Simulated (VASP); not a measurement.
# HfO3 (Pm-3n) in VASP: notebook, part 2 of 2

VASP 6.6.1. Earlier steps stand in the parts before.

### Step 3. Relaxation of cell and atoms, PBE

This run uses another cell than the first one, of 8.88 Å³/atom, 0.652 times its volume.

INCAR

```
ALGO = Normal
EDIFF = 1E-6
EDIFFG = -0.01
ENCUT = 600
GGA = PE
IBRION = 2
ISIF = 3
ISMEAR = 0
LASPH = True
LCHARG = False
LREAL = False
LWAVE = False
NELM = 80
NSW = 100
PREC = Accurate
SIGMA = 0.1
```

KPOINTS

```
k-points
0
Gamma
  10 10 10
```

POSCAR

```
HfO3
1.0
    4.1420620848      0.0000000000      0.0000000000
    0.0000000000      4.1420620848      0.0000000000
    0.0000000000      0.0000000000      4.1420620848
Hf O
2 6
Direct
    0.0000000000      0.0000000000      0.0000000000
    0.5000000000      0.5000000000      0.5000000000
    0.2500000000      0.0000000000      0.5000000000
    0.7500000000      0.0000000000      0.5000000000
    0.5000000000      0.2500000000      0.0000000000
    0.5000000000      0.7500000000      0.0000000000
    0.0000000000      0.5000000000      0.2500000000
    0.0000000000      0.5000000000      0.7500000000
```

Potentials or basis: VASP PAW PBE potentials, release 64 (Hf_pv, O).

Command:

```
> cat potpaw_PBE.64/Hf_pv/POTCAR potpaw_PBE.64/O/POTCAR > POTCAR
> mpirun -np 1 vasp_std > vasp.out
```

OUTCAR:

```text
EDIFF = 1E-6
   EDIFFG = -0.01
   ENCUT = 600
   GGA = PE
   IBRION = 2
   ISIF = 3
   ISMEAR = 0
   LASPH = True
   LREAL = False
   NELM = 80
   NSW = 100
   PREC = Accurate

 ion  position               nearest neighbor table
   1  0.000  0.000  0.000-   3 2.32   4 2.32   5 2.32   6 2.32   7 2.32   8 2.32   3 2.32   4 2.32
                             7 2.32   8 2.32   5 2.32   6 2.32   2 3.59   2 3.59   2 3.59   2 3.59
   2  0.500  0.500  0.500-   3 2.32   4 2.32   5 2.32   6 2.32   7 2.32   8 2.32   5 2.32   6 2.32
                             3 2.32   4 2.32   7 2.32   8 2.32   1 3.59   1 3.59   1 3.59   1 3.59
   3  0.250  0.000  0.500-   1 2.32   2 2.32   1 2.32   2 2.32
   4  0.750  0.000  0.500-   1 2.32   2 2.32   1 2.32   2 2.32
   5  0.500  0.250  0.000-   1 2.32   2 2.32   2 2.32   1 2.32
   6  0.500  0.750  0.000-   1 2.32   2 2.32   2 2.32   1 2.32
   7  0.000  0.500  0.250-   1 2.32   2 2.32   1 2.32   2 2.32
   8  0.000  0.500  0.750-   1 2.32   2 2.32   1 2.32   2 2.32

  LATTYP: Found a simple cubic cell.
 ALAT       =     4.1420620848

  Lattice vectors:

 A1 = (   4.1420620848,   0.0000000000,   0.0000000000)
 A2 = (   0.0000000000,   4.1420620848,   0.0000000000)
 A3 = (   0.0000000000,   0.0000000000,   4.1420620848)

Analysis of symmetry for initial positions (statically):
=====================================================================
 Subroutine PRICEL returns:
 Original cell was already a primitive cell.

 Routine SETGRP: Setting up the symmetry group for a
 simple cubic supercell.

 Subroutine GETGRP returns: Found 48 space group operations
 (whereof 24 operations were pure point group operations)
 out of a pool of 48 trial point group operations.

The static configuration has the point symmetry T_h .
 The point group associated with its full space group is O_h .

Analysis of symmetry for dynamics (positions and initial velocities):
=====================================================================
 Subroutine PRICEL returns:
 Original cell was already a primitive cell.

 Routine SETGRP: Setting up the symmetry group for a
[... 144 lines left out ...]
   GGA     = PE    functional components
   LHFCALC =     F    Hartree Fock is set to
   AEXX    =    0.0000 exact exchange contribution
   IVDW    =     0    specifies the selected vdW correction
   LEPSILON=     F    determine dielectric tensor
   LRPA    =     F    only Hartree local field effects (RPA)
 conjugate gradient relaxation of ions
 non-spin polarized calculation
 Gauss-broadening in eV      SIGMA  =   0.10
  energy-cutoff  :      600.00
  volume of cell :       71.06
 maximum number of plane-waves:      2407
 NGX is ok and might be reduce to    36
   NGX = 17   NGY = 17   NGZ = 17

--------------------------------------- Ionic step        1  -------------------------------------------

 number of electron      55.9999982 magnetization

 Free energy of the ion-electron system (eV)
  ---------------------------------------------------
  ext. energy  EPLUGINS =         0.00000000
  ---------------------------------------------------
  free energy    TOTEN  =       -66.41088020 eV

  energy without entropy =      -66.39520981  energy(sigma->0) =      -66.40304500

------------------------ aborting loop because EDIFF is reached ----------------------------------------

  FORCE on cell =-STRESS in cart. coord.  units (eV):
  Direction    XX          YY          ZZ          XY          YZ          ZX
  --------------------------------------------------------------------------------------
  -------------------------------------------------------------------------------------
  Total       -1.9071114     -1.9071114     -1.9071114      0.0000000     -0.0000000     -0.0000000
  in kB      -42.9968693    -42.9968693    -42.9968693      0.0000000     -0.0000000     -0.0000000
  external PRESSURE =     -42.9968693 kB  Pullay stress =       0.0000000 kB
[... 71 lines left out ...]
--------------------------------------- Ionic step        3  -------------------------------------------

 number of electron      55.9999974 magnetization

 Free energy of the ion-electron system (eV)
  ---------------------------------------------------
  ext. energy  EPLUGINS =         0.00000000
  ---------------------------------------------------
  free energy    TOTEN  =       -66.42676644 eV

  energy without entropy =      -66.41140604  energy(sigma->0) =      -66.41908624

 E-fermi :   5.5430     XC(G=0): -12.9621

 val. band max:        5.5234333630   @ k =   0.5000   0.4000   0.3000
 cond. band min:       5.5442109841   @ k =   0.3000   0.3000   0.1000
 fundamental gap:      0.0207776211
 Fermi energy:         5.5429590944

 k-point     1 :       0.0000    0.0000    0.0000
  band No.  band energies     occupation
      1     -24.6620      2.00000
      2     -24.6620      2.00000
      3     -24.6620      2.00000
      4     -24.4618      2.00000
      5     -24.4618      2.00000
      6     -24.4618      2.00000
[... 853 lines left out ...]
     32      11.6042      0.00000
     33      11.8422      0.00000

 [... further k-points ...]
[... 5 lines left out ...]
  --------------------------------------------------------------------------------------
  -------------------------------------------------------------------------------------
  Total       -0.0001614     -0.0001614     -0.0001614      0.0000000     -0.0000000     -0.0000000
  in kB       -0.0036993     -0.0036993     -0.0036993      0.0000000     -0.0000000     -0.0000000
  external PRESSURE =      -0.0036993 kB  Pullay stress =       0.0000000 kB
[... 23 lines left out ...]
  FREE ENERGIE OF THE ION-ELECTRON SYSTEM (eV)
  ---------------------------------------------------
  free  energy   TOTEN  =       -66.4267664378 eV

  energy  without entropy=      -66.4114060444  energy(sigma->0) =      -66.41908624

 reached required accuracy - stopping structural energy minimisation
```

Run time: 2.4 min. Hardware: 1 thread of Intel Xeon 6975P-C (Granite Rapids), shared host; peak memory 0.29 GiB.

What came out:

```
Free energy                            : -66.4268 eV
Relaxed volume                         : 8.74 Å³/atom
Relaxed cell                           : a = 4.119 Å, b = 4.119 Å, c = 4.119 Å, α = 90.00°, β = 90.00°, γ = 90.00°
Space group after relaxing (to 0.05 Å) : Pm-3n (No. 223)
Energy gained by relaxing              : 2.0 meV/atom
Ionic steps                            : 3
Pressure after relaxing                : 0.0 GPa
Band gap on the k mesh                 : zero (band 28 reaches 7.50 eV, above the bottom of band 29 at 3.67 eV)
```

Step by step:
```
step  energy change (eV)  largest force (eV/Å)  pressure (GPa)  volume (Å³)
   1              0.0000                0.0000           -4.30        71.06
   2              0.0039                0.0000            5.13        68.64
   3             -0.0159                0.0000            0.00        69.90
```

Final structure:
```yaml
crystal:
  lattice:
    - [4.11936, 0.00000, 0.00000]
    - [0.00000, 4.11936, 0.00000]
    - [0.00000, 0.00000, 4.11936]
  atoms:
    - { symbol: Hf, position: [0.00000, 0.00000, 0.00000] }
    - { symbol: Hf, position: [0.50000, 0.50000, 0.50000] }
    - { symbol: O, position: [0.25000, 0.00000, 0.50000] }
    - { symbol: O, position: [0.75000, 0.00000, 0.50000] }
    - { symbol: O, position: [0.50000, 0.25000, 0.00000] }
    - { symbol: O, position: [0.50000, 0.75000, 0.00000] }
    - { symbol: O, position: [0.00000, 0.50000, 0.25000] }
    - { symbol: O, position: [0.00000, 0.50000, 0.75000] }
```

Caveat: spin-orbit coupling is left out, which moves the levels of the heavy elements.
